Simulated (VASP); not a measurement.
Wanted: the native input for a VASP 6.6.1 run.

- Task: single point
- Functional: r2SCAN
- Potentials or basis: VASP PAW PBE potentials, release 64 (Ni)
- Cutoff: 520 eV
- k mesh: 14 × 14 × 7
- Occupations: gaussian, width 0.1 eV
- Spin: collinear spin, ferromagnetic start
- Starting moments: [2.0, 2.0] μB
- Dipole correction: no
- Further INCAR settings: ALGO = Normal; EDIFF = 1e-07; NBANDS = 21

Crystal: Ni.

```
Ni
1.0
     0.00000    1.76835    1.76835
     1.76835    0.00000    1.76835
     3.53670    3.53670    0.00000
Ni
2
Cartesian
  0.0000 0.0000 0.0000
  1.7684 1.7684 0.0000
```

The input as run:

POSCAR

```
Ni
1.0
    0.0000000000      1.7683500000      1.7683500000
    1.7683500000      0.0000000000      1.7683500000
    3.5367000000      3.5367000000      0.0000000000
Ni
2
Direct
    0.0000000000      0.0000000000      0.0000000000
    0.0000000000      0.0000000000      0.5000000000
```

INCAR.step1

```
SYSTEM = Ni
PREC     = Accurate       ! precision mode
ENCUT    = 520            ! plane-wave cutoff, eV
ISMEAR   = 0              ! smearing method
SIGMA    = 0.1            ! smearing width, eV
LREAL    = .False.        ! projectors in reciprocal space
LASPH    = .True.         ! aspherical terms in the spheres
NELM     = 150            ! most SCF steps
ISPIN    = 2              ! spin polarisation
MAGMOM   = 2 2            ! initial moments
LMAXMIX  = 4              ! l up to which the mixer works
NBANDS   = 21             ! bands
GGA      = PE             ! functional
ALGO     = Normal         ! electronic algorithm
EDIFF    = 1E-4           ! SCF threshold, eV
LWAVE    = .True.         ! write WAVECAR
LCHARG   = .False.        ! write CHGCAR
```

INCAR.step2

```
SYSTEM = Ni
PREC     = Accurate       ! precision mode
ENCUT    = 520            ! plane-wave cutoff, eV
EDIFF    = 1E-7           ! SCF threshold, eV
ISMEAR   = 0              ! smearing method
SIGMA    = 0.1            ! smearing width, eV
LREAL    = .False.        ! projectors in reciprocal space
LASPH    = .True.         ! aspherical terms in the spheres
NELM     = 150            ! most SCF steps
ALGO     = Normal         ! electronic algorithm
ISIF     = 2              ! what is computed and relaxed
LWAVE    = .False.        ! write WAVECAR
LCHARG   = .False.        ! write CHGCAR
ISPIN    = 2              ! spin polarisation
MAGMOM   = 2 2            ! initial moments
LORBIT   = 11             ! projections on sites
LMAXMIX  = 4              ! l up to which the mixer works
METAGGA  = R2SCAN         ! meta-GGA
LMIXTAU  = .True.       
NBANDS   = 21             ! bands
ISTART   = 1
```

KPOINTS

```
regular mesh
0
Gamma
  14 14 7
  0 0 0
```

Potentials or basis: VASP PAW PBE potentials, release 64 (Ni).

Launch:

```bash
$ cat potpaw_PBE.64/Ni/POTCAR > POTCAR
$ cp INCAR.step1 INCAR
$ mpirun -np 1 vasp_std > vasp.out
$ cp INCAR.step2 INCAR
$ mpirun -np 1 vasp_std > vasp.out
```

It gave:

```json
{
 "Pressure": "-9.1 GPa",
 "Net moment": "1.50 μB per cell",
 "Site moments": "Ni +0.78 μB",
 "Valence electrons inside the program's atomic spheres": "Ni 9.31"
}
```

Caveat: the cell stands under tension; the PAW data sets were made with another functional, which shifts forces and pressure a little.

Wall time 16 min on 1 thread of Intel Xeon 8259CL, with other jobs on the host, peak memory 0.23 GiB.
